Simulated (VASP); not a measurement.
Write the native input for VASP 6.6.1 that does the following.

```yaml
Task: single point
Functional: LDA
Potentials_or_basis: VASP PAW LDA potentials, release 64 (Zn, Cu)
Cutoff: 520 eV
k_mesh: 15 × 15 × 1
Occupations: fermi-dirac, width 0.08 eV
Spin: no spin polarisation
Dipole_correction: yes
Further_INCAR_settings: ALGO = Normal; EDIFF = 1e-06; NBANDS = 30
```

The structure of ZnCu3 lies in POSCAR:

```
ZnCu3
1.0
    2.4874897871      0.0000000000      0.0000000000
    0.0000000000      2.4874897871      0.0000000000
    0.0000000000      0.0000000000     21.2768000000
Zn Cu
1 3
Direct
    0.2500000000      0.2500000000      0.3779490877
    0.7500000000      0.7500000000      0.4582979167
    0.2500000000      0.2500000000      0.5417020740
    0.7500000000      0.7500000000      0.6220509211
```

One way to write it, as run:

INCAR

```
SYSTEM = ZnCu3
ALGO     = Normal         ! electronic algorithm
DIPOL    = 0.5 0.5 0.500
EDIFF    = 1E-6           ! SCF threshold, eV
ENCUT    = 520            ! plane-wave cutoff, eV
IDIPOL   = 3            
ISIF     = 2              ! what is computed and relaxed
ISMEAR   = -1             ! smearing method
LASPH    = .TRUE.         ! aspherical terms in the spheres
LCHARG   = .FALSE.        ! write CHGCAR
LDIPOL   = .TRUE.       
LREAL    = .FALSE.        ! projectors in reciprocal space
LWAVE    = .FALSE.        ! write WAVECAR
NBANDS   = 30             ! bands
NELM     = 100            ! most SCF steps
PREC     = Accurate       ! precision mode
SIGMA    = 0.08           ! smearing width, eV
```

KPOINTS

```
k-points
0
G
  15 15 1
  0 0 0
```

Potentials or basis: VASP PAW LDA potentials, release 64 (Zn, Cu).

The run is started by

```console
$ cat potpaw_LDA.64/Zn/POTCAR potpaw_LDA.64/Cu/POTCAR > POTCAR
$ mpirun -np 1 vasp_std > vasp.out
```

It gave:

```yaml
Largest_force: 0.650 eV/Å
Band_gap_on_the_k_mesh: zero (an odd number of electrons rules out a gap without spin polarisation)
```

It took 4.9 min on 1 thread of Intel Xeon 8259CL, on a shared host, peak memory 0.28 GiB.
